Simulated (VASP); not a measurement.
# MgO (P1) in VASP: a series of runs

The runs below take MgO through single point, with PBEsol.

Program: VASP 6.6.1. These are calculated values, not measurements. Logs are shortened: lines on timing, memory, paths and dates and some standing lists are left out, and cuts for length are marked.

### 1 The cell of the first run

The typed cell holds 8 atoms: a = 3.255 Å, b = 3.255 Å, c = 10.415 Å, α = 90.00°, β = 90.00°, γ = 120.00°.

### 2 Single point, PBEsol (atom 6 (O) moved by -0.130 Å along [1 0 0] and +0.390 Å along [0 0 1])

The input, INCAR:

```
ALGO = Normal ; EDIFF = 1E-6
ENCUT = 520 ; GGA = PS
ISIF = 2 ; ISMEAR = 0
LASPH = T ; LCHARG = T
LELF = T ; LREAL = F
LVHAR = T ; LWAVE = F
NBANDS = 26 ; NELM = 80
PREC = Accurate ; SIGMA = 0.05
```

The input, KPOINTS:

```
k-points
0
Gamma
  9 9 4
```

The input, POSCAR:

```
MgO
1.0
    3.2553371795      0.0000000000      0.0000000000
   -1.6276685897      2.8192046953      0.0000000000
    0.0000000000      0.0000000000     10.4149514991
Mg O
4 4
Direct
    0.3333333333      0.6666666667      0.9695963559
    0.0000000000      0.0000000000      0.2209473890
    0.0000000000      0.0000000000      0.7209473890
    0.6666666667      0.3333333333      0.4695963559
    0.3333333333      0.6666666667      0.7799156657
   -0.0399344193      0.0000000000      0.5669849351
    0.0000000000      0.0000000000      0.0295387694
    0.6666666667      0.3333333333      0.2799156657
```

Potentials or basis: VASP PAW PBE potentials, release 64 (Mg, O).

On the command line:

```bash
$ cat potpaw_PBE.64/Mg/POTCAR potpaw_PBE.64/O/POTCAR > POTCAR
$ mpirun -np 1 vasp_std > vasp.out
```

OUTCAR:

```text
EDIFF = 1E-6
   ENCUT = 520
   GGA = PS
   ISIF = 2
   ISMEAR = 0
   LASPH = T
   LREAL = F
   NELM = 80
   PREC = Accurate

 ion  position               nearest neighbor table
   1  0.333  0.667  0.970-   5 1.98   7 1.98   7 1.98   7 1.98   3 3.20   3 3.20   3 3.20   2 3.22
                             2 3.22   2 3.22
   2  0.000  0.000  0.221-   8 1.98   8 1.98   8 1.98   7 1.99   4 3.20   4 3.20   4 3.20   1 3.22
                             1 3.22   1 3.22
   3  0.000  0.000  0.721-   6 1.61   5 1.98   5 1.98   5 1.98   1 3.20   1 3.20   1 3.20   4 3.22
                             4 3.22   4 3.22
   4  0.667  0.333  0.470-   8 1.98   6 2.04   6 2.14   6 2.24   2 3.20   2 3.20   2 3.20   3 3.22
                             3 3.22   3 3.22
   5  0.333  0.667  0.780-   1 1.98   3 1.98   3 1.98   3 1.98
   6  0.960  0.000  0.567-   3 1.61   4 2.04   4 2.14   4 2.24
   7  0.000  0.000  0.030-   1 1.98   1 1.98   1 1.98   2 1.99
   8  0.667  0.333  0.280-   4 1.98   2 1.98   2 1.98   2 1.98

  LATTYP: Found a hexagonal cell.
 ALAT       =     3.2553371795
 C/A-ratio  =     3.1993464655

  Lattice vectors:

 A1 = (   3.2553371795,   0.0000000000,   0.0000000000)
 A2 = (  -1.6276685897,   2.8192046953,   0.0000000000)
 A3 = (   0.0000000000,   0.0000000000,  10.4149514991)

Analysis of symmetry for initial positions (statically):
=====================================================================
 Subroutine PRICEL returns:
 Original cell was already a primitive cell.

 Routine SETGRP: Setting up the symmetry group for a
 hexagonal supercell.

 Subroutine GETGRP returns: Found  1 space group operations
 (whereof  1 operations were pure point group operations)
 out of a pool of 24 trial point group operations.

The static configuration has the point symmetry C_1 .

Analysis of symmetry for dynamics (positions and initial velocities):
=====================================================================
 Subroutine PRICEL returns:
 Original cell was already a primitive cell.

 Routine SETGRP: Setting up the symmetry group for a
 hexagonal supercell.

 Subroutine GETGRP returns: Found  1 space group operations
 (whereof  1 operations were pure point group operations)
 out of a pool of 24 trial point group operations.

The dynamic configuration has the point symmetry C_1 .

 Subroutine INISYM returns: Found  1 space group operations
 (whereof  1 operations are pure point group operations),
 and found     1 'primitive' translations

----------------------------------------------------------------------------------------

                                     Primitive cell

  volume of cell :      95.5828

  direct lattice vectors                    reciprocal lattice vectors
     3.255337180  0.000000000  0.000000000     0.307187841  0.177354983  0.000000000
    -1.627668590  2.819204695  0.000000000     0.000000000  0.354709965  0.000000000
     0.000000000  0.000000000 10.414951499     0.000000000  0.000000000  0.096015810

  length of vectors
     3.255337180  3.255337179 10.414951499     0.354709965  0.354709965  0.096015810

  position of ions in fractional coordinates (direct lattice)
     0.333333333  0.666666667  0.969596356
     0.000000000  0.000000000  0.220947389
     0.000000000  0.000000000  0.720947389
     0.666666667  0.333333333  0.469596356
     0.333333333  0.666666667  0.779915666
     0.960065581  0.000000000  0.566984935
     0.000000000  0.000000000  0.029538769
     0.666666667  0.333333333  0.279915666

  ion indices of the primitive-cell ions
   primitive index   ion index
                 1           1
                 2           2
                 3           3
                 4           4
                 5           5
                 6           6
                 7           7
                 8           8

----------------------------------------------------------------------------------------

 KPOINTS: k-points

Automatic generation of k-mesh.
 Grid dimensions read from file:
 generate k-points for:    9    9    4

 Generating k-lattice:

  Cartesian coordinates                     Fractional coordinates (reciprocal lattice)
     0.034131982  0.019706109  0.000000000     0.111111111  0.000000000  0.000000000
     0.000000000  0.039412218  0.000000000     0.000000000  0.111111111  0.000000000
     0.000000000  0.000000000  0.024003952     0.000000000  0.000000000  0.250000000

  Length of vectors
     0.039412218  0.039412218  0.024003952

  Shift w.r.t. Gamma in fractional coordinates (k-lattice)
     0.000000000  0.000000000  0.000000000

 Subroutine IBZKPT returns following result:
 ===========================================

 Found    163 irreducible k-points:

 Following reciprocal coordinates:
            Coordinates               Weight
  0.000000  0.000000  0.000000      1.000000
  0.111111  0.000000  0.000000      2.000000
  0.000000  0.111111  0.000000      2.000000
 -0.111111  0.111111  0.000000      2.000000
  0.222222 -0.000000  0.000000      2.000000
  0.000000  0.222222  0.000000      2.000000
[... 16 lines left out ...]
  0.333333  0.111111  0.000000      2.000000
 -0.111111  0.444444  0.000000      2.000000
 [... further k-points ...]
   k-points           NKPTS =    163   k-points in BZ     NKDIM =    163   number of bands    NBANDS=     26
   number of dos      NEDOS =    301   number of ions     NIONS =      8
   total plane-waves  NPLWV =  46080
   dimension x,y,z NGX =    24 NGY =   24 NGZ =   80
   dimension x,y,z NGXF=    48 NGYF=   48 NGZF=  160
   ions per type =               4   4
   NGX,Y,Z   is equivalent  to a cutoff of  12.26, 12.26, 12.77 a.u.
   NGXF,Y,Z  is equivalent  to a cutoff of  24.51, 24.51, 25.54 a.u.
 SYSTEM =  unknown system
   PREC   = accura    normal or accurate (medium, high low for compatibility)
   ISTART =      0    job   : 0-new  1-cont  2-samecut
   ICHARG =      2    charge: 1-file 2-atom 10-const
   ISPIN  =      1    spin polarized calculation?
   LNONCOLLINEAR =      F non collinear calculations
   LSORBIT =      F    spin-orbit coupling
   LASPH  =      T    aspherical Exc in radial PAW
   ENCUT  =  520.0 eV  38.22 Ry    6.18 a.u.   6.05  6.05 19.36*2*pi/ulx,y,z
   NELM   =     80;   NELMIN=  2; NELMDL= -5     # of ELM steps
   EDIFF  = 0.1E-05   stopping-criterion for ELM
   LREAL  =      F    real-space projection
   EDIFFG = 0.1E-04   stopping-criterion for IOM
   NSW    =      0    number of steps for IOM
   IBRION =     -1    ionic relax: 0-MD 1-quasi-New 2-CG
   NFREE  =      0    steps in history (QN), initial steepest desc. (CG)
   ISIF   =      2    stress and relaxation
   ISYM   =      2    0-nonsym 1-usesym 2-fastsym
   POTIM  = 0.5000    time-step for ionic-motion
   TEBEG  =    0.0;   TEEND  =   0.0 temperature during run
   PSTRESS=    0.0 pullay stress
   NELECT =      32.0000    total number of electrons
   NUPDOWN=      -1.0000    fix difference up-down
   EMIN   =  10.00;   EMAX   =-10.00  energy-range for DOS
   EFERMI =   0.00;   METHOD = LEGACY
   ISMEAR =     0;   SIGMA  =   0.05  broadening in eV -4-tet -1-fermi 0-gaus
   EFERMI_NEDOS =   21; number of points for ismear=-14 and -15
   IALGO  =     38    algorithm
   IMIX   =      4    mixing-type and parameters
     AMIX     =   0.40;   BMIX     =  1.00
     AMIX_MAG =   1.60;   BMIX_MAG =  1.00
  volume/ion in A,a.u.               =      11.95        80.63
  Fermi-wavevector in a.u.,A,eV,Ry     =   1.136750  2.148146 17.581449  1.292200
  Thomas-Fermi vector in A             =   2.273455
   LORBIT       =      0    0 simple, 1 ext, 2 COOP (PROOUT), +10 PAW based schemes
   GGA     = PS    functional components
   LHFCALC =     F    Hartree Fock is set to
   AEXX    =    0.0000 exact exchange contribution
   IVDW    =     0    specifies the selected vdW correction
   LEPSILON=     F    determine dielectric tensor
   LRPA    =     F    only Hartree local field effects (RPA)
 non-spin polarized calculation
 Gauss-broadening in eV      SIGMA  =   0.05
  energy-cutoff  :      520.00
  volume of cell :       95.58
 maximum number of plane-waves:      2616
   NGX = 13   NGY = 13   NGZ = 39

 number of electron      32.0000021 magnetization

 Free energy of the ion-electron system (eV)
  ---------------------------------------------------
  ext. energy  EPLUGINS =         0.00000000
  ---------------------------------------------------
  free energy    TOTEN  =       -47.21077912 eV

  energy without entropy =      -47.21077912  energy(sigma->0) =      -47.21077912

 E-fermi :   1.9774     XC(G=0):  -9.9290

 val. band max:        1.6933676879   @ k =   0.0000   0.0000   0.0000
 cond. band min:       3.6566445805   @ k =   0.0000   0.0000   0.0000
 fundamental gap:      1.9632768926
 Fermi energy:         1.9774165934

 k-point     1 :       0.0000    0.0000    0.0000
  band No.  band energies     occupation
      1     -15.9698      2.00000
      2     -14.8296      2.00000
      3     -14.7803      2.00000
      4     -13.5506      2.00000
      5      -2.8615      2.00000
      6      -1.3137      2.00000
[... 18 lines left out ...]
     25      14.5115      0.00000
     26      15.7262      0.00000

 k-point     2 :       0.1111    0.0000    0.0000
  band No.  band energies     occupation
      1     -15.9190      2.00000
      2     -14.7785      2.00000
      3     -14.7335      2.00000
      4     -13.5142      2.00000
      5      -2.7508      2.00000
      6      -1.4662      2.00000
[... 18 lines left out ...]
     25      14.4952      0.00000
     26      14.9400      0.00000

 k-point     3 :       0.0000    0.1111    0.0000
  band No.  band energies     occupation
      1     -15.9190      2.00000
      2     -14.7787      2.00000
      3     -14.7334      2.00000
      4     -13.5138      2.00000
      5      -2.7509      2.00000
      6      -1.4663      2.00000
[... 572 lines left out ...]
 k-point    23 :       0.3333    0.1111    0.0000
  band No.  band energies     occupation
      1     -15.5522      2.00000
      2     -14.4148      2.00000
      3     -14.3848      2.00000
      4     -13.2571      2.00000
      5      -2.8121      2.00000
      6      -2.0961      2.00000
[... 18 lines left out ...]
     25      12.6779      0.00000
     26      13.6993      0.00000

 k-point    24 :      -0.1111    0.4444    0.0000
  band No.  band energies     occupation
      1     -15.5519      2.00000
      2     -14.4160      2.00000
      3     -14.3869      2.00000
      4     -13.2515      2.00000
      5      -2.8091      2.00000
      6      -2.1061      2.00000
[... 18 lines left out ...]
     25      12.8150      0.00000
     26      13.6866      0.00000

 [... further k-points ...]
[... 5 lines left out ...]
  --------------------------------------------------------------------------------------
  -------------------------------------------------------------------------------------
  Total       -0.6993695     -0.8426136     10.8533752      0.0428201     -0.1224752      1.2278379
  in kB      -11.7229638    -14.1240491    181.9263294      0.7177580     -2.0529519     20.5812511
  external PRESSURE =      52.0264388 kB  Pullay stress =       0.0000000 kB

 VOLUME and BASIS-vectors are now :
 -----------------------------------------------------------------------------
  energy-cutoff  :      520.00
  volume of cell :       95.58
      direct lattice vectors                 reciprocal lattice vectors
     3.255337180  0.000000000  0.000000000     0.307187841  0.177354983  0.000000000
    -1.627668590  2.819204695  0.000000000     0.000000000  0.354709965  0.000000000
     0.000000000  0.000000000 10.414951499     0.000000000  0.000000000  0.096015810

 POSITION                                       TOTAL-FORCE (eV/Angst)
 -----------------------------------------------------------------------------------
     -0.00000      1.87947     10.09830        -0.001099     -0.000212     -0.790302
      0.00000      0.00000      2.30116        -0.006332      0.000019     -0.808934
      0.00000      0.00000      7.50863         0.566493      0.000323      8.038098
      1.62767      0.93973      4.89082        -0.362488      0.093048      2.304139
     -0.00000      1.87947      8.12278        -0.049145     -0.009572      0.860603
      3.12534      0.00000      5.90512        -0.133271     -0.085430    -11.162748
      0.00000      0.00000      0.30764         0.000380     -0.000071      0.803855
      1.62767      0.93973      2.91531        -0.014538      0.001894      0.755288
 -----------------------------------------------------------------------------------
    total drift:                               -0.000224      0.000003     -0.001441

  FREE ENERGIE OF THE ION-ELECTRON SYSTEM (eV)
  ---------------------------------------------------
  free  energy   TOTEN  =       -47.2107791173 eV

  energy  without entropy=      -47.2107791173  energy(sigma->0) =      -47.21077912
```

Run time: 5.5 min. Hardware: 1 thread of Oxide Virtual Turin-like, shared host; peak memory 0.39 GiB.

What came out:

| Item | Value |
| --- | --- |
| Free energy | -47.2108 eV |
| Pressure | 5.2 GPa |
| Largest force | 11.164 eV/Å |
| Band gap on the k mesh | 1.96 eV, direct |

Forces on the atoms (eV/Å):
```
Mg   -0.001   0.000  -0.790
Mg   -0.006   0.000  -0.809
Mg    0.566   0.000   8.038
Mg   -0.362   0.093   2.304
O    -0.049  -0.010   0.861
O    -0.133  -0.085 -11.163
O     0.000   0.000   0.804
O    -0.015   0.002   0.755
```

Stress tensor (GPa, compression positive):
```
-1.17  0.07  2.06
 0.07 -1.41 -0.21
 2.06 -0.21 18.19
```

Levels at points of the mesh, in eV from the valence-band top:
```
           k point  band 12  band 13  band 14  band 15  band 16  band 17  band 18  band 19  band 20  band 21
(0.00, 0.00, 0.00)    -1.01    -0.87    -0.74    -0.03     0.00     1.96     4.52     5.07     7.58     8.44
(0.00, 0.00, 0.50)    -1.14    -1.00    -0.85    -0.03     0.00     2.36     3.71     6.24     6.50     9.37
```

Caveat: the cell differs from its parent crystal (atom 6 (O) moved by -0.130 Å along [1 0 0] and +0.390 Å along [0 0 1]); the PAW data sets were made with another functional, which shifts forces and pressure a little. A k mesh can miss the band edges.

(Part 1 of 3 ends here.)
